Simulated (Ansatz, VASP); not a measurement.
## CdO in VASP and in Ansatz

```
CELL_PARAMETERS angstrom
0.00000 2.31695 2.31695
2.31695 0.00000 2.31695
2.31695 2.31695 0.00000
ATOMIC_POSITIONS crystal
Cd 0.00000 0.00000 0.00000
O 0.50000 0.50000 0.50000
```

Alike in both runs: task single point; functional LDA; k mesh 8 × 8 × 8; occupations gaussian, width 0.05 eV; no spin polarisation.

```csv
,VASP,Ansatz
version,VASP 6.6.1,Ansatz 0.2.0
potentials or method,"VASP PAW LDA potentials, release 64 (Cd, O), cutoff 600 eV","scalar-relativistic, plane waves, PAW"
valence electrons in the cell,18,26
```

VASP gave:

* gap on the k mesh at the Fermi level (eV): none
* pressure (GPa): 2.0

**Question.** Estimate Ansatz's values.

**Answer.** gap on the k mesh at the Fermi level (eV): none; pressure (GPa): 0.0.

LDA's correlation is that of Perdew and Zunger in VASP and of Perdew and Wang (1992) in Ansatz. A gap of «none» marks a metal or a gap that the smearing closes. VASP's potentials hold 18 valence electrons a cell and Ansatz's 26, so a difference there can come from the potentials and not from the codes.
